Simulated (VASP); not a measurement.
# BaNaRe (P-62m) in VASP: single point with r2SCAN

Aim: the single point of BaNaRe with r2SCAN.

Program: VASP 6.6.1. These are calculated values, not measurements. Logs are shortened: lines on timing, memory, paths and dates and some standing lists are left out, and cuts for length are marked.

## 1. The cell of the first run

Symmetry: P-62m, No. 189, hexagonal system. The conventional cell has a = 9.330 Å, b = 9.330 Å, c = 2.900 Å, α = 90.00°, β = 90.00°, γ = 120.00°. Ba (site symmetry m2m) has 2 Ba at 2.90 Å and 5 Re at 3.28 to 3.36 Å and 6 Na at 3.43 to 3.48 Å within 3.8 Å. Re (site symmetry -62m) has 2 Re at 2.90 Å and 6 Na at 3.23 Å and 3 Ba at 3.28 Å within 3.8 Å. Within 3.8 Å of Re (site symmetry -6) lie 2 Re at 2.90 Å and 3 Na at 3.23 Å and 6 Ba at 3.36 Å. Within 3.8 Å of Na (site symmetry m2m) lie 2 Na at 2.90 Å and 4 Re at 3.23 Å and 6 Ba at 3.43 to 3.48 Å.

## 2. Single point, r2SCAN

Input file POSCAR:

```
BaNaRe
1.0
    4.6648881755      8.0798233316      0.0000000000
   -4.6648881755      8.0798233316      0.0000000000
    0.0000000000      0.0000000000      2.9001041841
Ba Re Na
3 3 3
Direct
    0.3516082993      0.6483917007      0.0000000000
    0.6483917007      0.0000000000      0.0000000000
    0.0000000000      0.3516082993      0.0000000000
    0.0000000000      0.0000000000      0.0000000000
    0.6666666667      0.6666666667      0.5000000000
    0.3333333333      0.3333333333      0.5000000000
    0.3098095109      0.0000000000      0.5000000000
    0.0000000000      0.6901904891      0.5000000000
    0.6901904891      0.3098095109      0.5000000000
```

Input file INCAR.step1:

```
SYSTEM = BaNaRe
  PREC = Accurate
  ENCUT = 520
  ISMEAR = 1
  SIGMA = 0.1807
  LREAL = .FALSE.
  LASPH = .TRUE.
  NELM = 100
  NBANDS = 46
  GGA = PE
  ALGO = Normal
  EDIFF = 1E-4
  LWAVE = .TRUE.
  LCHARG = .FALSE.
```

Input file INCAR.step2:

```
SYSTEM = BaNaRe
  PREC = Accurate
  ENCUT = 520
  EDIFF = 1E-6
  ISMEAR = 1
  SIGMA = 0.1807
  LREAL = .FALSE.
  LASPH = .TRUE.
  NELM = 100
  ALGO = Normal
  ISIF = 2
  LWAVE = .FALSE.
  LCHARG = .FALSE.
  METAGGA = R2SCAN
  LMIXTAU = .TRUE.
  NBANDS = 46
  ISTART = 1
```

Input file KPOINTS:

```
regular mesh
0
G
  5 5 7
  0 0 0
```

Potentials or basis: VASP PAW PBE potentials, release 64 (Ba_sv, Re, Na_pv).

On the command line:

```sh
$ cat potpaw_PBE.64/Ba_sv/POTCAR potpaw_PBE.64/Re/POTCAR potpaw_PBE.64/Na_pv/POTCAR > POTCAR
$ cp INCAR.step1 INCAR
$ mpirun -np 1 vasp_std > vasp.out
$ cp INCAR.step2 INCAR
$ mpirun -np 1 vasp_std > vasp.out
```

OUTCAR:

```text
SYSTEM = BaNaRe
   PREC = Accurate
   ENCUT = 520
   EDIFF = 1E-6
   ISMEAR = 1
   LREAL = .FALSE.
   LASPH = .TRUE.
   NELM = 100
   ISIF = 2
   METAGGA = R2SCAN
   ISTART = 1

 ion  position               nearest neighbor table
   1  0.352  0.648  0.000-   4 3.28   5 3.36   6 3.36   5 3.36   6 3.36   7 3.43   8 3.43   7 3.43
                             8 3.43   9 3.48   9 3.48
   2  0.648  0.000  0.000-   4 3.28   5 3.36   5 3.36   6 3.36   6 3.36   8 3.43   8 3.43   9 3.43
                             9 3.43   7 3.48   7 3.48
   3  0.000  0.352  0.000-   4 3.28   6 3.36   6 3.36   5 3.36   5 3.36   7 3.43   7 3.43   9 3.43
                             9 3.43   8 3.48   8 3.48
   4  0.000  0.000  0.000-   1 3.28   2 3.28   3 3.28
   5  0.667  0.667  0.500-   2 3.36   2 3.36   3 3.36   3 3.36   1 3.36   1 3.36
   6  0.333  0.333  0.500-   3 3.36   3 3.36   2 3.36   2 3.36   1 3.36   1 3.36
   7  0.310  0.000  0.500-   3 3.43   3 3.43   1 3.43   1 3.43   2 3.48   2 3.48
   8  0.000  0.690  0.500-   2 3.43   2 3.43   1 3.43   1 3.43   3 3.48   3 3.48
   9  0.690  0.310  0.500-   2 3.43   3 3.43   2 3.43   3 3.43   1 3.48   1 3.48

  LATTYP: Found a hexagonal cell.
 ALAT       =     9.3297763510
 C/A-ratio  =     0.3108439125

  Lattice vectors:

 A1 = (   4.6648881755,  -8.0798233316,   0.0000000000)
 A2 = (   4.6648881755,   8.0798233316,   0.0000000000)
 A3 = (   0.0000000000,   0.0000000000,   2.9001041841)

Analysis of symmetry for initial positions (statically):
=====================================================================
 Subroutine PRICEL returns:
 Original cell was already a primitive cell.

 Routine SETGRP: Setting up the symmetry group for a
 hexagonal supercell.

 Subroutine GETGRP returns: Found 12 space group operations
 (whereof 12 operations were pure point group operations)
 out of a pool of 24 trial point group operations.

The static configuration has the point symmetry D_3h.

Analysis of symmetry for dynamics (positions and initial velocities):
=====================================================================
 Subroutine PRICEL returns:
 Original cell was already a primitive cell.

 Routine SETGRP: Setting up the symmetry group for a
 hexagonal supercell.

 Subroutine GETGRP returns: Found 12 space group operations
 (whereof 12 operations were pure point group operations)
 out of a pool of 24 trial point group operations.

The dynamic configuration has the point symmetry D_3h.

 Subroutine INISYM returns: Found 12 space group operations
 (whereof 12 operations are pure point group operations),
[... 114 lines left out ...]
   TEBEG  =    0.0;   TEEND  =   0.0 temperature during run
   PSTRESS=    0.0 pullay stress
   NELECT =      72.0000    total number of electrons
   NUPDOWN=      -1.0000    fix difference up-down
   EMIN   =  10.00;   EMAX   =-10.00  energy-range for DOS
   EFERMI =   0.00;   METHOD = LEGACY
   ISMEAR =     1;   SIGMA  =   0.18  broadening in eV -4-tet -1-fermi 0-gaus
   EFERMI_NEDOS =   21; number of points for ismear=-14 and -15
   IALGO  =     38    algorithm
   IMIX   =      4    mixing-type and parameters
     AMIX     =   0.40;   BMIX     =  1.00
     AMIX_MAG =   1.60;   BMIX_MAG =  1.00
  volume/ion in A,a.u.               =      24.29       163.92
  Fermi-wavevector in a.u.,A,eV,Ry     =   1.130551  2.136431 17.390221  1.278145
  Thomas-Fermi vector in A             =   2.267248
   LORBIT       =      0    0 simple, 1 ext, 2 COOP (PROOUT), +10 PAW based schemes
   METAGGA = R2SCAN    functional components
   LHFCALC =     F    Hartree Fock is set to
   AEXX    =    0.0000 exact exchange contribution
   IVDW    =     0    specifies the selected vdW correction
   LEPSILON=     F    determine dielectric tensor
   LRPA    =     F    only Hartree local field effects (RPA)
 non-spin polarized calculation
 Methfessel and Paxton  Order N= 1 SIGMA  =   0.18
  energy-cutoff  :      520.00
  volume of cell :      218.62
 maximum number of plane-waves:      5924
 NGX is ok and might be reduce to    70
   NGX = 35   NGY = 35   NGZ = 11

 number of electron      72.0000008 magnetization

 Free energy of the ion-electron system (eV)
  ---------------------------------------------------
  ext. energy  EPLUGINS =         0.00000000
  ---------------------------------------------------
  free energy    TOTEN  =      -235.48009546 eV

  energy without entropy =     -235.47384265  energy(sigma->0) =     -235.47801119

 E-fermi :   3.4960     XC(G=0): -10.6295

 val. band max:        3.4880396250   @ k =  -0.4000   0.2000   0.4286
 cond. band min:       3.5038615708   @ k =   0.4000   0.2000   0.0000
 fundamental gap:      0.0158219459
 Fermi energy:         3.4959586056

 k-point     1 :       0.0000    0.0000    0.0000
  band No.  band energies     occupation
      1     -25.8823      2.00000
      2     -25.8772      2.00000
      3     -25.8772      2.00000
      4     -21.7450      2.00000
      5     -21.7420      2.00000
      6     -21.7419      2.00000
[... 969 lines left out ...]
     45       6.2565     -0.00000
     46       6.5042     -0.00000

------------------------ aborting loop because EDIFF is reached ----------------------------------------

  FORCE on cell =-STRESS in cart. coord.  units (eV):
  Direction    XX          YY          ZZ          XY          YZ          ZX
  --------------------------------------------------------------------------------------
  -------------------------------------------------------------------------------------
  Total        1.4087135      1.4087135      2.9476541     -0.0000000      0.0000000      0.0000000
  in kB       10.3239661     10.3239661     21.6023201     -0.0000000      0.0000000      0.0000000
  external PRESSURE =      14.0834174 kB  Pullay stress =       0.0000000 kB

 VOLUME and BASIS-vectors are now :
 -----------------------------------------------------------------------------
  energy-cutoff  :      520.00
  volume of cell :      218.62
      direct lattice vectors                 reciprocal lattice vectors
     4.664888175  8.079823332  0.000000000     0.107183705  0.061882541  0.000000000
    -4.664888175  8.079823332  0.000000000    -0.107183705  0.061882541  0.000000000
     0.000000000  0.000000000  2.900104184     0.000000000  0.000000000  0.344815199

 POSITION                                       TOTAL-FORCE (eV/Angst)
 -----------------------------------------------------------------------------------
     -1.38446      8.07982      0.00000        -0.021610     -0.000000     -0.000000
      3.02467      5.23889      0.00000         0.010805      0.018715     -0.000000
     -1.64021      2.84093      0.00000         0.010805     -0.018715     -0.000000
      0.00000      0.00000      0.00000        -0.000000     -0.000000     -0.000000
      0.00000     10.77310      1.45005        -0.000000     -0.000000     -0.000000
      0.00000      5.38655      1.45005        -0.000000     -0.000000     -0.000000
      1.44523      2.50321      1.45005         0.006933      0.012008      0.000000
     -3.21966      5.57662      1.45005         0.006933     -0.012008      0.000000
      1.77443      8.07982      1.45005        -0.013866     -0.000000     -0.000000
 -----------------------------------------------------------------------------------
    total drift:                                0.000170      0.000000      0.000000

  FREE ENERGIE OF THE ION-ELECTRON SYSTEM (eV)
  ---------------------------------------------------
  free  energy   TOTEN  =      -235.4800954579 eV

  energy  without entropy=     -235.4738426482  energy(sigma->0) =     -235.47801119
```

OUTCAR.step1:

```text
SYSTEM = BaNaRe
   PREC = Accurate
   ENCUT = 520
   ISMEAR = 1
   LREAL = .FALSE.
   LASPH = .TRUE.
[... 1226 lines left out ...]
      1.44523      2.50321      1.45005        -0.000354     -0.000614     -0.000000
     -3.21966      5.57662      1.45005        -0.000354      0.000614      0.000000
      1.77443      8.07982      1.45005         0.000709      0.000000      0.000000
 -----------------------------------------------------------------------------------
    total drift:                                0.000022      0.000000      0.000000

  FREE ENERGIE OF THE ION-ELECTRON SYSTEM (eV)
  ---------------------------------------------------
  free  energy   TOTEN  =       -35.3315752428 eV

  energy  without entropy=      -35.3212495614  energy(sigma->0) =      -35.32813335
```

OSZICAR.step1:

```text
N       E                     dE             d eps       ncg     rms          rms(c)
DAV:   1     0.746903566736E+03    0.74690E+03   -0.32588E+04  3324   0.168E+03
DAV:   2     0.681564241746E+02   -0.67875E+03   -0.65489E+03  3262   0.728E+02
DAV:   3    -0.248008722577E+02   -0.92957E+02   -0.89130E+02  3504   0.246E+02
DAV:   4    -0.366211556586E+02   -0.11820E+02   -0.11094E+02  3608   0.766E+01
DAV:   5    -0.387044805224E+02   -0.20833E+01   -0.19835E+01  3680   0.336E+01    0.291E+01
DAV:   6    -0.391801747538E+02   -0.47569E+00   -0.60191E+01  3536   0.522E+01    0.103E+01
DAV:   7    -0.376747015765E+02    0.15055E+01   -0.21737E+01  3440   0.448E+01    0.133E+01
DAV:   8    -0.358343350964E+02    0.18404E+01   -0.21095E+01  3536   0.225E+01    0.925E+00
DAV:   9    -0.353510445730E+02    0.48329E+00   -0.31149E+00  3504   0.109E+01    0.150E+00
DAV:  10    -0.353364030726E+02    0.14642E-01   -0.43684E-01  3584   0.430E+00    0.977E-01
DAV:  11    -0.353313557289E+02    0.50473E-02   -0.52999E-02  3456   0.117E+00    0.468E-01
DAV:  12    -0.353315366989E+02   -0.18097E-03   -0.82080E-03  2904   0.500E-01    0.207E-01
DAV:  13    -0.353317477106E+02   -0.21101E-03   -0.39346E-03  2536   0.399E-01    0.129E-01
DAV:  14    -0.353315828013E+02    0.16491E-03   -0.15796E-03  2184   0.327E-01    0.516E-02
DAV:  15    -0.353315752428E+02    0.75585E-05   -0.18579E-04  1640   0.155E-01
   1 F= -.35331575E+02 E0= -.35328133E+02  d E =-.103257E-01
```

Wall time 12 min (1 thread of Intel Xeon Platinum 8488C (Sapphire Rapids), shared host); peak memory 0.48 GiB.

Results:

| Quantity | Value |
| --- | --- |
| Free energy | -235.4801 eV |
| Pressure | 1.4 GPa |
| Largest force | 0.022 eV/Å |
| Band gap on the k mesh | zero (bands 36 and 37 overlap by 0.76 eV) |

Forces in eV/Å, atoms in the order of the input:
```
Ba  -0.022  0.000  0.000
Ba   0.011  0.019  0.000
Ba   0.011 -0.019  0.000
Re   0.000  0.000  0.000
Re   0.000  0.000  0.000
Re   0.000  0.000  0.000
Na   0.007  0.012  0.000
Na   0.007 -0.012  0.000
Na  -0.014  0.000  0.000
```

Stress tensor (GPa, compression positive):
```
1.03 0.00 0.00
0.00 1.03 0.00
0.00 0.00 2.16
```

Caveat: the PAW data sets were made with another functional, which shifts forces and pressure a little; spin-orbit coupling is left out, which moves the levels of the heavy elements.
